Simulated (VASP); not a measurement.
Zn, 2 atoms in the cell. The structure is cubic, space group Fd-3m (No. 227). Conventional cell: a = 4.882 Å, b = 4.882 Å, c = 4.882 Å, α = 90.00°, β = 90.00°, γ = 90.00°. Within 2.8 Å of Zn (site symmetry -43m) lie 4 Zn at 2.11 Å. This isn't the form of Zn at room conditions, which is hcp.

- Program: VASP 6.6.1
- Task: single point
- Functional: LDA
- Potentials or basis: VASP PAW LDA potentials, release 64 (Zn)
- Cutoff: 520 eV
- k mesh: 13 × 13 × 13
- Occupations: fermi-dirac, width 0.1 eV
- Spin: no spin polarisation
- Dipole correction: no
- Further INCAR settings: ALGO = Normal; EDIFF = 1e-07; NBANDS = 19

Potentials or basis: VASP PAW LDA potentials, release 64 (Zn).

Command:

```console
$ cat potpaw_LDA.64/Zn/POTCAR > POTCAR
$ mpirun -np 1 vasp_std > vasp.out
```

Hardware: 1 thread of Intel Xeon 8259CL, with other jobs on the host.

Estimate the wall time of this run.

Run time: 74 s on 1 thread of Intel Xeon 8259CL, on a shared host, peak memory 0.16 GiB. Counts: scf iterations 12, k points 84.
